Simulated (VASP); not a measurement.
Input of a VASP 6.6.1 run:

File INCAR:

```
SYSTEM = InP
PREC = Accurate
ENCUT = 600
EDIFF = 1E-6
ISMEAR = 0
SIGMA = 0.01
LREAL = .False.
LASPH = .True.
NELM = 60
ALGO = Normal
ISIF = 3
LWAVE = .False.
LCHARG = .False.
IBRION = 2
NSW = 80
EDIFFG = -0.001
PSTRESS = 20.0
```

File KPOINTS:

```
regular mesh
0
Gamma
  10 10 10
  0 0 0
```

POSCAR

```
InP
1.0
    0.0000000000      2.9135471588      2.9135471588
    2.9135471588      0.0000000000      2.9135471588
    2.9135471588      2.9135471588      0.0000000000
In P
1 1
Direct
    0.0000000000      0.0000000000      0.0000000000
    0.7500000000      0.7500000000      0.7500000000
```

Potentials or basis: VASP PAW LDA potentials, release 64 (In_d, P).

Launch:

```sh
$ cat potpaw_LDA.64/In_d/POTCAR potpaw_LDA.64/P/POTCAR > POTCAR
$ mpirun -np 1 vasp_std > vasp.out
```

Question: Predict the band gap on the k mesh.

Answer: 0.74 eV, direct.

Question: What does it give for the space group after relaxing (to 0.05 Å)?

Answer: F-43m (No. 216).

Final structure:
```
In P
1.0
     0.00000    2.88879    2.88879
     2.88879    0.00000    2.88879
     2.88879    2.88879    0.00000
In P
1 1
Cartesian
  0.0000 0.0000 0.0000
  4.3332 4.3332 4.3332
```

Caveat: the cell is relaxed towards a set pressure, so the enthalpy falls and the energy may rise; spin-orbit coupling is left out, which moves the levels of the heavy elements. LDA gaps usually lie below the measured ones, often by a third to a half.
